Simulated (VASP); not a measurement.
**V: single point with r2SCAN**

The system is V.

```
V
1.0
    -1.49177    1.49177    1.49177
     1.49177   -1.49177    1.49177
     1.49177    1.49177   -1.49177
V
1
Direct
  0.00000 0.00000 0.00000
```

* Program: VASP 6.6.1
* Task: single point
* Functional: r2SCAN
* Potentials or basis: VASP PAW PBE potentials, release 64 (V_sv)
* Cutoff: 520 eV
* k mesh: 15 × 15 × 15
* Occupations: methfessel-paxton, width 0.2 eV
* Spin: no spin polarisation
* Dipole correction: no
* Further INCAR settings: ALGO = Normal; EDIFF = 1e-07; NBANDS = 12

The pressure is 0.2 GPa.

Levels at points of the mesh, in eV from the Fermi level:
```csv
k point,band 3,band 4,band 5,band 6,band 7,band 8,band 9,band 10
"(0.00, 0.00, 0.00)",-38.43,-38.43,-7.10,0.48,0.48,0.48,2.70,2.70
```

Run time: 41 s on 1 thread of Intel(R) Xeon(R) Platinum 8559C (Emerald Rapids), on a shared host, peak memory 0.13 GiB.

Caveat: the PAW data sets were made with another functional, which shifts forces and pressure a little.
